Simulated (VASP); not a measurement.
Input of a VASP 6.6.1 run:

The input INCAR:

```
SYSTEM = Pb
PREC = Accurate
ENCUT = 520
EDIFF = 1E-6
ISMEAR = 0
SIGMA = 0.1
LREAL = .False.
LASPH = .True.
NELM = 60
ALGO = Fast
ISIF = 2
LWAVE = .False.
LCHARG = .False.
GGA = PE
IVDW = 12
NBANDS = 21
```

KPOINTS

```
regular mesh
0
Gamma
  15 15 8
  0 0 0
```

Contents of POSCAR:

```
Pb
1.0
    3.3418347643      0.0000000000      0.0000000000
   -1.6709173822      2.8941138011      0.0000000000
    0.0000000000      0.0000000000      5.5195211836
Pb
2
Direct
    0.3333333333      0.6666666667      0.2500000000
    0.6666666667      0.3333333333      0.7500000000
```

Potentials or basis: VASP PAW PBE potentials, release 64 (Pb_d).

Run with:

```sh
$ cat potpaw_PBE.64/Pb_d/POTCAR > POTCAR
$ mpirun -np 1 vasp_std > vasp.out
```

(1) Predict the band gap on the k mesh.

(2) Estimate the pressure.

(3) Estimate the dispersion energy per atom.

Answers

(1) zero (bands 14 and 15 overlap by 8.92 eV).

(2) 7.9 GPa.

(3) -0.467 eV.

Caveat: the cell stands under pressure; spin-orbit coupling is left out, which moves the levels of the heavy elements.
